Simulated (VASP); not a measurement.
Si30C (a cell with a defect), 31 atoms in the cell. The cell holds a defect, 31 atoms: a = 9.220 Å, b = 9.220 Å, c = 9.992 Å, α = 116.09°, β = 116.09°, γ = 92.69°. 

```yaml
Program: VASP 6.6.1
Task: single point
Functional: PBE
Potentials_or_basis: VASP PAW PBE potentials, release 64 (C, Si)
Cutoff: 520 eV
k_mesh: 2 × 2 × 2, shifted
Occupations: gaussian, width 0.02 eV
Spin: no spin polarisation
Dipole_correction: no
Further_INCAR_settings: LREAL = Auto; ALGO = Normal; EDIFF = 1e-07; NBANDS = 83
```

Potentials or basis: VASP PAW PBE potentials, release 64 (C, Si).

Run with:

```sh
$ cat potpaw_PBE.64/C/POTCAR potpaw_PBE.64/Si/POTCAR > POTCAR
$ mpirun -np 1 vasp_std > vasp.out
```

Hardware: 1 thread of Intel(R) Xeon(R) Platinum 8488C (Sapphire Rapids) (shared host).

Problem. How long does it take, and how much memory?

Solution. It took 7.8 min on 1 thread of Intel(R) Xeon(R) Platinum 8488C (Sapphire Rapids), with other jobs on the host, peak memory 0.77 GiB. Counts: scf iterations 17, k points 4.
